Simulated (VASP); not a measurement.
# Ga2Ge2O3 (P1) in VASP: single point with PBE

Aim: the single point of Ga2Ge2O3 with PBE.

Everything below comes from runs of VASP 6.6.1. Logs are shortened: lines on timing, memory, paths and dates and some standing lists are left out, and cuts for length are marked.

### Step 1. The cell of the first run

The typed cell holds 7 atoms: a = 3.044 Å, b = 3.052 Å, c = 14.569 Å, α = 89.83°, β = 89.76°, γ = 119.49°.

### Step 2. Single point, PBE

File INCAR:

```
SYSTEM = Ga2Ge2O3
PREC = Accurate ; ENCUT = 520
EDIFF = 1E-7 ; ISMEAR = 0
SIGMA = 0.2 ; LREAL = .FALSE.
LASPH = .TRUE. ; NELM = 60
ALGO = Normal ; ISIF = 2
LWAVE = .FALSE. ; LCHARG = .TRUE.
GGA = PE ; LELF = .TRUE.
LVHAR = .TRUE. ; NBANDS = 45
```

File KPOINTS:

```
Automatic mesh
0
G
  12 12 2
  0 0 0
```

File POSCAR:

```
Ga2Ge2O3
1.0
    3.0442222105      0.0113987423      0.0061443580
   -1.5120856820      2.6507256421      0.0045342872
    0.0304200828      0.0432905008     14.5692231680
Ga Ge O
2 2 3
Direct
    0.7761675237      0.9123013026      0.0978522917
    0.4558786107      0.2448727852      0.8861131938
    0.5610925955      0.2053053972      0.4552011621
    0.1901681353      0.5639783700      0.6119827314
    1.1089494819      0.5756614662      0.1445956699
    0.1239453635      0.5816753904      0.8318238303
   -0.2162017106     -0.0837947115     -0.0275688794
```

Potentials or basis: VASP PAW PBE potentials, release 64 (Ga_d, Ge_d, O).

Started as:

```
cat potpaw_PBE.64/Ga_d/POTCAR potpaw_PBE.64/Ge_d/POTCAR potpaw_PBE.64/O/POTCAR > POTCAR
mpirun -np 1 vasp_std > vasp.out
```

OUTCAR:

```text
SYSTEM = Ga2Ge2O3
   PREC = Accurate
   ENCUT = 520
   EDIFF = 1E-7
   ISMEAR = 0
   LREAL = .FALSE.
   LASPH = .TRUE.
   NELM = 60
   ISIF = 2
   GGA = PE

 ion  position               nearest neighbor table
   1  0.776  0.912  0.098-   7 1.83   5 1.89   5 1.89   5 1.89
   2  0.456  0.245  0.886-   6 1.93   6 1.93   6 1.94   7 2.14   7 2.17   7 2.19
   3  0.561  0.205  0.455-   4 2.84   4 2.85
   4  0.190  0.564  0.612-   3 2.84   3 2.85
   5  0.109  0.576  0.145-   1 1.89   1 1.89   1 1.89
   6  0.124  0.582  0.832-   2 1.93   2 1.93   2 1.94
   7  0.784  0.916  0.972-   1 1.83   2 2.14   2 2.17   2 2.19

  LATTYP: Found a triclinic cell.
 ALAT       =     3.0442497518
 B/A-ratio  =     1.7296700171
 C/A-ratio  =     4.8980480592
 COS(alpha) =     0.0000317066
 COS(beta)  =     0.1074450105
 COS(gamma) =     0.8634215787

  Lattice vectors:

 A1 = (  -3.0442222105,  -0.0113987423,  -0.0061443580)
 A2 = (  -4.5563078925,   2.6393268998,  -0.0016100708)
 A3 = (  -1.5625566113,  -2.7054148852, -14.5799018132)

Analysis of symmetry for initial positions (statically):
=====================================================================
 Subroutine PRICEL returns:
 Original cell was already a primitive cell.

 Routine SETGRP: Setting up the symmetry group for a
 triclinic supercell.

 Subroutine GETGRP returns: Found  1 space group operations
 (whereof  1 operations were pure point group operations)
 out of a pool of  2 trial point group operations.

The static configuration has the point symmetry C_1 .

Analysis of symmetry for dynamics (positions and initial velocities):
=====================================================================
 Subroutine PRICEL returns:
 Original cell was already a primitive cell.

 Routine SETGRP: Setting up the symmetry group for a
 triclinic supercell.

 Subroutine GETGRP returns: Found  1 space group operations
 (whereof  1 operations were pure point group operations)
 out of a pool of  2 trial point group operations.

The dynamic configuration has the point symmetry C_1 .

 Subroutine INISYM returns: Found  1 space group operations
 (whereof  1 operations are pure point group operations),
 and found     1 'primitive' translations

----------------------------------------------------------------------------------------

                                     Primitive cell

  volume of cell :     117.8145

  direct lattice vectors                    reciprocal lattice vectors
     3.044222211  0.011398742  0.006144358     0.327793475  0.186989342 -0.001240036
    -1.512085682  2.650725642  0.004534287    -0.001407338  0.376454291 -0.001115645
     0.030420083  0.043290501 14.569223168    -0.000137804 -0.000196022  0.068638710

  length of vectors
     3.044249752  3.051683158 14.569319242     0.377379270  0.376458575  0.068639128

  position of ions in fractional coordinates (direct lattice)
     0.776167524  0.912301303  0.097852292
     0.455878611  0.244872785  0.886113194
     0.561092595  0.205305397  0.455201162
     0.190168135  0.563978370  0.611982731
     0.108949482  0.575661466  0.144595670
     0.123945363  0.581675390  0.831823830
     0.783798289  0.916205289  0.972431121

  ion indices of the primitive-cell ions
   primitive index   ion index
                 1           1
                 2           2
                 3           3
                 4           4
                 5           5
                 6           6
                 7           7

----------------------------------------------------------------------------------------

 KPOINTS: Automatic mesh

Automatic generation of k-mesh.
 Grid dimensions read from file:
 generate k-points for:   12   12    2

 Generating k-lattice:

  Cartesian coordinates                     Fractional coordinates (reciprocal lattice)
     0.027316123  0.015582445 -0.000103336     0.083333333  0.000000000  0.000000000
    -0.000117278  0.031371191 -0.000092970     0.000000000  0.083333333  0.000000000
    -0.000068902 -0.000098011  0.034319355    -0.000000000  0.000000000  0.500000000

  Length of vectors
     0.031448273  0.031371548  0.034319564

  Shift w.r.t. Gamma in fractional coordinates (k-lattice)
     0.000000000  0.000000000  0.000000000

 Subroutine IBZKPT returns following result:
 ===========================================

 Found    148 irreducible k-points:

 Following reciprocal coordinates:
            Coordinates               Weight
  0.000000  0.000000  0.000000      1.000000
  0.083333 -0.000000  0.000000      2.000000
  0.166667  0.000000  0.000000      2.000000
  0.250000 -0.000000 -0.000000      2.000000
  0.333333 -0.000000  0.000000      2.000000
  0.416667  0.000000  0.000000      2.000000
[... 16 lines left out ...]
  0.250000  0.166667  0.000000      2.000000
  0.333333  0.166667  0.000000      2.000000
 [... further k-points ...]
   k-points           NKPTS =    148   k-points in BZ     NKDIM =    148   number of bands    NBANDS=     45
   number of dos      NEDOS =    301   number of ions     NIONS =      7
   total plane-waves  NPLWV =  62208
   dimension x,y,z NGX =    24 NGY =   24 NGZ =  108
   dimension x,y,z NGXF=    48 NGYF=   48 NGZF=  216
   ions per type =               2   2   3
   NGX,Y,Z   is equivalent  to a cutoff of  13.11, 13.07, 12.32 a.u.
   NGXF,Y,Z  is equivalent  to a cutoff of  26.21, 26.15, 24.65 a.u.
 SYSTEM =  Ga2Ge2O3
   PREC   = accura    normal or accurate (medium, high low for compatibility)
   ISTART =      0    job   : 0-new  1-cont  2-samecut
   ICHARG =      2    charge: 1-file 2-atom 10-const
   ISPIN  =      1    spin polarized calculation?
   LNONCOLLINEAR =      F non collinear calculations
   LSORBIT =      F    spin-orbit coupling
   LASPH  =      T    aspherical Exc in radial PAW
   ENCUT  =  520.0 eV  38.22 Ry    6.18 a.u.   5.66  5.67 27.09*2*pi/ulx,y,z
   NELM   =     60;   NELMIN=  2; NELMDL= -5     # of ELM steps
   EDIFF  = 0.1E-06   stopping-criterion for ELM
   LREAL  =      F    real-space projection
   EDIFFG = 0.1E-05   stopping-criterion for IOM
   NSW    =      0    number of steps for IOM
   IBRION =     -1    ionic relax: 0-MD 1-quasi-New 2-CG
   NFREE  =      0    steps in history (QN), initial steepest desc. (CG)
   ISIF   =      2    stress and relaxation
   ISYM   =      2    0-nonsym 1-usesym 2-fastsym
   POTIM  = 0.5000    time-step for ionic-motion
   TEBEG  =    0.0;   TEEND  =   0.0 temperature during run
   PSTRESS=    0.0 pullay stress
   NELECT =      72.0000    total number of electrons
   NUPDOWN=      -1.0000    fix difference up-down
   EMIN   =  10.00;   EMAX   =-10.00  energy-range for DOS
   EFERMI =   0.00;   METHOD = LEGACY
   ISMEAR =     0;   SIGMA  =   0.20  broadening in eV -4-tet -1-fermi 0-gaus
   EFERMI_NEDOS =   21; number of points for ismear=-14 and -15
   IALGO  =     38    algorithm
   IMIX   =      4    mixing-type and parameters
     AMIX     =   0.40;   BMIX     =  1.00
     AMIX_MAG =   1.60;   BMIX_MAG =  1.00
  volume/ion in A,a.u.               =      16.83       113.58
  Fermi-wavevector in a.u.,A,eV,Ry     =   1.389268  2.625336 26.260146  1.930066
  Thomas-Fermi vector in A             =   2.513315
   LORBIT       =      0    0 simple, 1 ext, 2 COOP (PROOUT), +10 PAW based schemes
   GGA     = PE    functional components
   LHFCALC =     F    Hartree Fock is set to
   AEXX    =    0.0000 exact exchange contribution
   IVDW    =     0    specifies the selected vdW correction
   LEPSILON=     F    determine dielectric tensor
   LRPA    =     F    only Hartree local field effects (RPA)
 non-spin polarized calculation
 Gauss-broadening in eV      SIGMA  =   0.20
  energy-cutoff  :      520.00
  volume of cell :      117.81
 maximum number of plane-waves:      3193
   NGX = 11   NGY = 11   NGZ = 55

 number of electron      71.9999992 magnetization

 Free energy of the ion-electron system (eV)
  ---------------------------------------------------
  ext. energy  EPLUGINS =         0.00000000
  ---------------------------------------------------
  free energy    TOTEN  =       -37.45169854 eV

  energy without entropy =      -37.42226826  energy(sigma->0) =      -37.43698340

 E-fermi :   3.9517     XC(G=0):  -9.7015

 val. band max:        3.9239166571   @ k =   0.1667   0.4167   0.5000
 cond. band min:       3.9578980425   @ k =  -0.4167   0.1667   0.5000
 fundamental gap:      0.0339813854
 Fermi energy:         3.9516648416

 k-point     1 :       0.0000    0.0000    0.0000
  band No.  band energies     occupation
      1     -20.6655      2.00000
      2     -20.6641      2.00000
      3     -20.6579      2.00000
      4     -20.6451      2.00000
      5     -20.6412      2.00000
      6     -20.6181      2.00000
[... 37 lines left out ...]
     44      11.9061      0.00000
     45      12.2655      0.00000

 k-point     2 :       0.0833   -0.0000    0.0000
  band No.  band energies     occupation
      1     -20.6662      2.00000
      2     -20.6617      2.00000
      3     -20.6562      2.00000
      4     -20.6438      2.00000
      5     -20.6381      2.00000
      6     -20.6206      2.00000
[... 37 lines left out ...]
     44      11.6157      0.00000
     45      12.0054      0.00000

 k-point     3 :       0.1667    0.0000    0.0000
  band No.  band energies     occupation
      1     -20.6721      2.00000
      2     -20.6576      2.00000
      3     -20.6494      2.00000
      4     -20.6380      2.00000
      5     -20.6321      2.00000
      6     -20.6238      2.00000
[... 37 lines left out ...]
     44      11.1716      0.00000
     45      11.4937      0.00000

 k-point     4 :       0.2500   -0.0000   -0.0000
  band No.  band energies     occupation
      1     -20.6800      2.00000
      2     -20.6596      2.00000
      3     -20.6422      2.00000
      4     -20.6334      2.00000
      5     -20.6285      2.00000
      6     -20.6191      2.00000
[... 901 lines left out ...]
     44      10.5940      0.00000
     45      11.2468      0.00000

 k-point    23 :       0.2500    0.1667    0.0000
  band No.  band energies     occupation
      1     -20.6710      2.00000
      2     -20.6616      2.00000
      3     -20.6499      2.00000
      4     -20.6376      2.00000
      5     -20.6208      2.00000
      6     -20.6078      2.00000
[... 37 lines left out ...]
     44      10.5577      0.00000
     45      11.3539      0.00000

 k-point    24 :       0.3333    0.1667    0.0000
  band No.  band energies     occupation
      1     -20.6746      2.00000
      2     -20.6636      2.00000
      3     -20.6456      2.00000
      4     -20.6385      2.00000
      5     -20.6224      2.00000
      6     -20.6026      2.00000
[... 37 lines left out ...]
     44      10.7157      0.00000
     45      11.4839      0.00000

 [... further k-points ...]

------------------------ aborting loop because EDIFF is reached ----------------------------------------

  FORCE on cell =-STRESS in cart. coord.  units (eV):
  Direction    XX          YY          ZZ          XY          YZ          ZX
  --------------------------------------------------------------------------------------
  -------------------------------------------------------------------------------------
  Total        0.4172811      0.3545662      0.0871074     -0.0125398     -0.0105396      0.0320379
  in kB        5.6746703      4.8218013      1.1845872     -0.1705309     -0.1433292      0.4356890
  external PRESSURE =       3.8936863 kB  Pullay stress =       0.0000000 kB

 VOLUME and BASIS-vectors are now :
 -----------------------------------------------------------------------------
  energy-cutoff  :      520.00
  volume of cell :      117.81
      direct lattice vectors                 reciprocal lattice vectors
     3.044222211  0.011398742  0.006144358     0.327793475  0.186989342 -0.001240036
    -1.512085682  2.650725642  0.004534287    -0.001407338  0.376454291 -0.001115645
     0.030420083  0.043290501 14.569223168    -0.000137804 -0.000196022  0.068638710

 POSITION                                       TOTAL-FORCE (eV/Angst)
 -----------------------------------------------------------------------------------
      0.98633      2.43134      1.43454         0.011155      0.006144     -0.006379
      1.04448      0.69265     12.91389        -0.002579      0.004606     -0.000136
      1.41150      0.57031      6.63631        -0.003883     -0.000594     -0.010292
     -0.25525      1.52361      8.91984         0.001514      0.001496      0.012888
     -0.53438      1.53342      2.10993        -0.005066     -0.005920      0.043905
     -0.47692      1.57928     12.12243        -0.000776      0.000216     -0.055706
      1.03026      2.47964     14.17654        -0.000366     -0.005947      0.015720
 -----------------------------------------------------------------------------------
    total drift:                                0.000191     -0.000909     -0.000391

  FREE ENERGIE OF THE ION-ELECTRON SYSTEM (eV)
  ---------------------------------------------------
  free  energy   TOTEN  =       -37.4516985372 eV

  energy  without entropy=      -37.4222682601  energy(sigma->0) =      -37.43698340
```

It took 11 min on 1 thread of Intel Xeon Platinum 8488C (Sapphire Rapids), shared host; peak memory 0.7 GiB.

Results:

- Free energy: -37.4517 eV
- Pressure: 0.4 GPa
- Largest force: 0.056 eV/Å
- Band gap on the k mesh: zero (bands 36 and 37 overlap by 2.72 eV)

Forces on the atoms (eV/Å):
```
Ga   0.011  0.006 -0.006
Ga  -0.003  0.005  0.000
Ge  -0.004 -0.001 -0.010
Ge   0.002  0.001  0.013
O   -0.005 -0.006  0.044
O   -0.001  0.000 -0.056
O    0.000 -0.006  0.016
```

Stress tensor (GPa, compression positive):
```
 0.57 -0.02  0.04
-0.02  0.48 -0.01
 0.04 -0.01  0.12
```
